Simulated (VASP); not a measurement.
Write the native input for VASP 6.6.1 that does the following.

- Task: single point
- Functional: LDA
- Potentials or basis: VASP PAW LDA potentials, release 64 (Y_sv, B)
- Cutoff: 520 eV
- k mesh: 7 × 7 × 7
- Occupations: methfessel-paxton, width 0.15 eV
- Spin: no spin polarisation
- Dipole correction: no
- Further INCAR settings: ALGO = Normal; EDIFF = 1e-06; NBANDS = 24

The structure of YB6 lies in POSCAR:

```
YB6
1.0
    4.0290376651      0.0000000000      0.0000000000
    0.0000000000      4.0290376651      0.0000000000
    0.0000000000      0.0000000000      4.0290376651
Y B
1 6
Direct
    0.0000000000      0.0000000000      0.0000000000
    0.2070000000      0.5000000000      0.5000000000
    0.5000000000      0.2070000000      0.5000000000
    0.7930000000      0.5000000000      0.5000000000
    0.5000000000      0.7930000000      0.5000000000
    0.5000000000      0.5000000000      0.2070000000
    0.5000000000      0.5000000000      0.7930000000
```

One way to write it, as run:

INCAR

```
SYSTEM = YB6
ALGO     = Normal         ! electronic algorithm
EDIFF    = 1E-6           ! SCF threshold, eV
ENCUT    = 520            ! plane-wave cutoff, eV
ISIF     = 2              ! what is computed and relaxed
ISMEAR   = 1              ! smearing method
LASPH    = .TRUE.         ! aspherical terms in the spheres
LCHARG   = .FALSE.        ! write CHGCAR
LREAL    = .FALSE.        ! projectors in reciprocal space
LWAVE    = .FALSE.        ! write WAVECAR
NBANDS   = 24             ! bands
NELM     = 80             ! most SCF steps
PREC     = Accurate       ! precision mode
SIGMA    = 0.15           ! smearing width, eV
```

KPOINTS

```
k-points
0
G
  7 7 7
  0 0 0
```

Potentials or basis: VASP PAW LDA potentials, release 64 (Y_sv, B).

The run is started by

```bash
$ cat potpaw_LDA.64/Y_sv/POTCAR potpaw_LDA.64/B/POTCAR > POTCAR
$ mpirun -np 1 vasp_std > vasp.out
```

It gave:

- Pressure: 5.0 GPa
- Largest force: 2.555 eV/Å

Caveat: forces of over 1 eV/Å act on the atoms, so gaps and moduli don't describe the material at rest.

It took 39 s on 1 thread of Intel(R) Xeon(R) Platinum 8375C CPU @ 2.90GHz (Ice Lake) (shared host), peak memory 0.17 GiB.
